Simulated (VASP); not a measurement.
Here is a VASP 6.6.1 calculation.

Contents of INCAR:

```
  PREC = Accurate
  ENCUT = 520
  EDIFF = 1E-6
  ISMEAR = -1
  SIGMA = 0.1
  LREAL = False
  LASPH = True
  NELM = 100
  ALGO = Normal
  ISIF = 2
  LWAVE = False
  LCHARG = True
  GGA = RP
  LELF = True
  LVHAR = True
  NBANDS = 13
```

Contents of KPOINTS:

```
regular mesh
0
Gamma
  9 9 14
```

File POSCAR:

```
Si
1.0
    4.4334496859      0.0000000000      0.0000000000
   -2.2167248430      3.8394800544      0.0000000000
    0.0000000000      0.0000000000      2.5380302942
Si
3
Direct
    0.0000000000      0.0000000000      0.0000000000
    0.3333333333      0.6666666667      0.5000000000
    0.6666666667      0.3333333333      0.5000000000
```

Potentials or basis: VASP PAW PBE potentials, release 64 (Si).

Launch:

```console
$ cat potpaw_PBE.64/Si/POTCAR > POTCAR
$ mpirun -np 1 vasp_std > vasp.out
```

**Question.** Predict the pressure.

**Answer.** 3.6 GPa.

**Question.** Predict the band gap on the k mesh.

**Answer.** Zero (band 6 reaches 12.91 eV, above the bottom of band 7 at 5.75 eV).

Stress tensor (GPa, compression positive):
```
2.34 0.00 0.00
0.00 2.34 0.00
0.00 0.00 5.98
```

Caveat: the PAW data sets were made with another functional, which shifts forces and pressure a little.
